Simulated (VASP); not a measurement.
# Cu (Fm-3m) in VASP: a series of runs

The runs below take Cu through electric field gradients, with PBEsol.

All numbers are computed with VASP 6.6.1; they aren't measurements. Logs are shortened: lines on timing, memory, paths and dates and some standing lists are left out, and cuts for length are marked.

**1. The cell of the first run**

The structure is cubic, space group Fm-3m (No. 225). Conventional cell: a = 3.603 Å, b = 3.603 Å, c = 3.603 Å, α = 90.00°, β = 90.00°, γ = 90.00°. Within 3.4 Å of Cu (site symmetry m-3m) lie 12 Cu at 2.55 Å.

**2. Electric field gradients, PBEsol (volume scaled by 0.99)**

The input, INCAR:

```
  PREC = Accurate
  ENCUT = 520
  EDIFF = 1E-8
  ISMEAR = -1
  SIGMA = 0.08
  LREAL = False
  LASPH = True
  NELM = 80
  ALGO = Normal
  ISIF = 2
  LWAVE = False
  LCHARG = False
  GGA = PS
  LEFG = True
  NBANDS = 12
```

The input, KPOINTS:

```
regular mesh
0
Gamma
  19 19 19
```

The input, POSCAR:

```
Cu
1.0
    0.0000000000      1.8014548043      1.8014548043
    1.8014548043      0.0000000000      1.8014548043
    1.8014548043      1.8014548043      0.0000000000
Cu
1
Direct
    0.0000000000      0.0000000000      0.0000000000
```

Potentials or basis: VASP PAW PBE potentials, release 64 (Cu).

Run with:

```console
cat potpaw_PBE.64/Cu/POTCAR > POTCAR
mpirun -np 1 vasp_std > vasp.out
```

OUTCAR:

```text
PREC = Accurate
   ENCUT = 520
   EDIFF = 1E-8
   ISMEAR = -1
   LREAL = False
   LASPH = True
   NELM = 80
   ISIF = 2
   GGA = PS

 ion  position               nearest neighbor table
   1  0.000  0.000  0.000-

  LATTYP: Found a face centered cubic cell.
 ALAT       =     3.6029096086

  Lattice vectors:

 A1 = (   0.0000000000,   1.8014548043,   1.8014548043)
 A2 = (   1.8014548043,   0.0000000000,   1.8014548043)
 A3 = (   1.8014548043,   1.8014548043,   0.0000000000)

Analysis of symmetry for initial positions (statically):
=====================================================================
 Subroutine PRICEL returns:
 Original cell was already a primitive cell.

 Routine SETGRP: Setting up the symmetry group for a
 face centered cubic supercell.

 Subroutine GETGRP returns: Found 48 space group operations
 (whereof 48 operations were pure point group operations)
 out of a pool of 48 trial point group operations.

The static configuration has the point symmetry O_h .

Analysis of symmetry for dynamics (positions and initial velocities):
=====================================================================
 Subroutine PRICEL returns:
 Original cell was already a primitive cell.

 Routine SETGRP: Setting up the symmetry group for a
 face centered cubic supercell.

 Subroutine GETGRP returns: Found 48 space group operations
 (whereof 48 operations were pure point group operations)
 out of a pool of 48 trial point group operations.

The dynamic configuration has the point symmetry O_h .

 Subroutine INISYM returns: Found 48 space group operations
 (whereof 48 operations are pure point group operations),
 and found     1 'primitive' translations

----------------------------------------------------------------------------------------

                                     Primitive cell

  volume of cell :      11.6923

  direct lattice vectors                    reciprocal lattice vectors
     0.000000000  1.801454804  1.801454804    -0.277553452  0.277553452  0.277553452
     1.801454804  0.000000000  1.801454804     0.277553452 -0.277553452  0.277553452
     1.801454804  1.801454804  0.000000000     0.277553452  0.277553452 -0.277553452
[... 117 lines left out ...]
   NGX =  9   NGY =  9   NGZ =  9

 number of electron      11.0000005 magnetization

 Free energy of the ion-electron system (eV)
  ---------------------------------------------------
  ext. energy  EPLUGINS =         0.00000000
  ---------------------------------------------------
  free energy    TOTEN  =        -4.30613614 eV

  energy without entropy =       -4.29890051  energy(sigma->0) =       -4.30251833

 E-fermi :   7.5577     XC(G=0): -12.9672

 val. band max:        7.5444289579   @ k =  -0.3684   0.1579   0.0000
 cond. band min:       7.5636298863   @ k =  -0.3684   0.1579   0.0526
 fundamental gap:      0.0192009284
 Fermi energy:         7.5577307581

 k-point     1 :       0.0000    0.0000    0.0000
  band No.  band energies     occupation
      1      -1.9410      2.00000
      2       4.4618      2.00000
      3       4.4618      2.00000
      4       4.4618      2.00000
      5       5.3065      2.00000
      6       5.3065      2.00000
      7      30.1884      0.00000
      8      32.8797      0.00000
      9      32.8797      0.00000
     10      32.8797      0.00000
     11      35.3640      0.00000
     12      35.3640      0.00000
[... 331 lines left out ...]
 k-point    24 :      -0.2632    0.0526    0.0000
  band No.  band energies     occupation
      1       0.7506      2.00000
      2       4.1845      2.00000
      3       4.5907      2.00000
      4       4.6301      2.00000
      5       5.3603      2.00000
      6       5.6091      2.00000
      7      18.6213      0.00000
      8      27.4835      0.00000
      9      30.7587      0.00000
     10      31.9154      0.00000
     11      34.1169      0.00000
     12      35.4995      0.00000

 [... further k-points ...]
[... 5 lines left out ...]
  --------------------------------------------------------------------------------------
  -------------------------------------------------------------------------------------
  Total       -0.3255222     -0.3255222     -0.3255222      0.0000000      0.0000000     -0.0000000
  in kB      -44.6057768    -44.6057768    -44.6057768      0.0000000      0.0000000     -0.0000000
  external PRESSURE =     -44.6057768 kB  Pullay stress =       0.0000000 kB

 VOLUME and BASIS-vectors are now :
 -----------------------------------------------------------------------------
  energy-cutoff  :      520.00
  volume of cell :       11.69
      direct lattice vectors                 reciprocal lattice vectors
     0.000000000  1.801454804  1.801454804    -0.277553452  0.277553452  0.277553452
     1.801454804  0.000000000  1.801454804     0.277553452 -0.277553452  0.277553452
     1.801454804  1.801454804  0.000000000     0.277553452  0.277553452 -0.277553452

 POSITION                                       TOTAL-FORCE (eV/Angst)
 -----------------------------------------------------------------------------------
      0.00000      0.00000      0.00000        -0.000000     -0.000000     -0.000000
 -----------------------------------------------------------------------------------
    total drift:                               -0.000000     -0.000000     -0.000000

  FREE ENERGIE OF THE ION-ELECTRON SYSTEM (eV)
  ---------------------------------------------------
  free  energy   TOTEN  =        -4.3061361447 eV

  energy  without entropy=       -4.2989005115  energy(sigma->0) =       -4.30251833

 Electric field gradients (V/A^2)
---------------------------------------------------------------------
 ion       V_xx      V_yy      V_zz      V_xy      V_xz      V_yz
---------------------------------------------------------------------
   1      -0.000    -0.000    -0.000     0.003     0.003     0.003
---------------------------------------------------------------------

 Electric field gradients after diagonalization (V/A^2)
 (convention: |V_zz| > |V_xx| > |V_yy|)
----------------------------------------------------------------------
 ion       V_xx      V_yy      V_zz     asymmetry (V_yy - V_xx)/ V_zz
----------------------------------------------------------------------
   1      -0.003    -0.003     0.005       0.000
----------------------------------------------------------------------

           NMR quadrupolar parameters

 Cq : quadrupolar parameter    Cq=e*Q*V_zz/h
 eta: asymmetry parameters     (V_yy - V_xx)/ V_zz
 Q  : nuclear electric quadrupole moment in mb (millibarn)
----------------------------------------------------------------------
 ion       Cq(MHz)       eta       Q (mb)
----------------------------------------------------------------------
   1       0.000       0.000       1.000
----------------------------------------------------------------------
```

stdout:

```text
POSCAR found type information on POSCAR Cu
 POSCAR found :  1 types and       1 ions
 scaLAPACK will be used
 -----------------------------------------------------------------------------
|                                                                             |
|                                                                             |
|     You enforced a specific xc type in the INCAR file but a different       |
|     I HOPE YOU KNOW WHAT YOU ARE DOING!                                     |
|                                                                             |
 -----------------------------------------------------------------------------

 LDA part: xc-table for (Slater+PW92), standard interpolation
 POSCAR, INCAR and KPOINTS ok, starting setup
 FFT: planning ... GRIDC
 FFT: planning ... GRID_SOFT
 FFT: planning ... GRID
 WAVECAR not read
 entering main loop
ion   1
```

Run time: 22 s. Hardware: 1 thread of AMD EPYC 7R13 (Zen 3), shared host; peak memory 0.11 GiB.

What came out:

```
Free energy : -4.3061 eV
Pressure    : -4.5 GPa
```

Caveat: without QUAD_EFG the Cq values of the log hold for a quadrupole moment of 1 mb, not for the nuclei; the PAW data sets were made with another functional, which shifts forces and pressure a little.

**3. Electric field gradients, PBEsol (volume scaled by 0.98)**

The input, INCAR:

```
PREC = Accurate
ENCUT = 520
EDIFF = 1E-8
ISMEAR = -1
SIGMA = 0.08
LREAL = F
LASPH = T
NELM = 60
ALGO = Normal
ISIF = 2
LWAVE = F
LCHARG = F
GGA = PS
LEFG = T
NBANDS = 12
```

The input, KPOINTS:

```
Automatic mesh
0
Gamma
  19 19 19
```

The input, POSCAR:

```
Cu
1.0
    0.0000000000      1.7953687620      1.7953687620
    1.7953687620      0.0000000000      1.7953687620
    1.7953687620      1.7953687620      0.0000000000
Cu
1
Direct
    0.0000000000      0.0000000000      0.0000000000
```

Potentials or basis: VASP PAW PBE potentials, release 64 (Cu).

Run with:

```console
cat potpaw_PBE.64/Cu/POTCAR > POTCAR
mpirun -np 1 vasp_std > vasp.out
```

OUTCAR:

```text
PREC = Accurate
   ENCUT = 520
   EDIFF = 1E-8
   ISMEAR = -1
   LREAL = F
   LASPH = T
   NELM = 60
   ISIF = 2
   GGA = PS

 ion  position               nearest neighbor table
   1  0.000  0.000  0.000-

  LATTYP: Found a face centered cubic cell.
 ALAT       =     3.5907375240

  Lattice vectors:

 A1 = (   0.0000000000,   1.7953687620,   1.7953687620)
 A2 = (   1.7953687620,   0.0000000000,   1.7953687620)
[... 565 lines left out ...]
    total drift:                               -0.000000     -0.000000     -0.000000

  FREE ENERGIE OF THE ION-ELECTRON SYSTEM (eV)
  ---------------------------------------------------
  free  energy   TOTEN  =        -4.3088119399 eV

  energy  without entropy=       -4.3016615046  energy(sigma->0) =       -4.30523672

 Electric field gradients (V/A^2)
---------------------------------------------------------------------
 ion       V_xx      V_yy      V_zz      V_xy      V_xz      V_yz
---------------------------------------------------------------------
   1      -0.000     0.000     0.000     0.002     0.002     0.002
---------------------------------------------------------------------

 Electric field gradients after diagonalization (V/A^2)
 (convention: |V_zz| > |V_xx| > |V_yy|)
----------------------------------------------------------------------
 ion       V_xx      V_yy      V_zz     asymmetry (V_yy - V_xx)/ V_zz
----------------------------------------------------------------------
   1      -0.002    -0.002     0.005       0.000
----------------------------------------------------------------------

           NMR quadrupolar parameters

 Cq : quadrupolar parameter    Cq=e*Q*V_zz/h
 eta: asymmetry parameters     (V_yy - V_xx)/ V_zz
 Q  : nuclear electric quadrupole moment in mb (millibarn)
----------------------------------------------------------------------
 ion       Cq(MHz)       eta       Q (mb)
----------------------------------------------------------------------
   1       0.000       0.000       1.000
----------------------------------------------------------------------
```

Run time: 22 s. Hardware: 1 thread of AMD EPYC 7R13 (Zen 3), shared host; peak memory 0.11 GiB.

What came out:

- Free energy: -4.3088 eV
- Pressure: -3.0 GPa

Levels at points of the mesh, in eV from the Fermi level:
```csv
k point,band 4,band 5,band 6,band 7,band 8,band 9
"(0.00, 0.00, 0.00)",-3.13,-2.27,-2.27,22.71,25.48,25.48
```

Caveat: without QUAD_EFG the Cq values of the log hold for a quadrupole moment of 1 mb, not for the nuclei; the PAW data sets were made with another functional, which shifts forces and pressure a little.
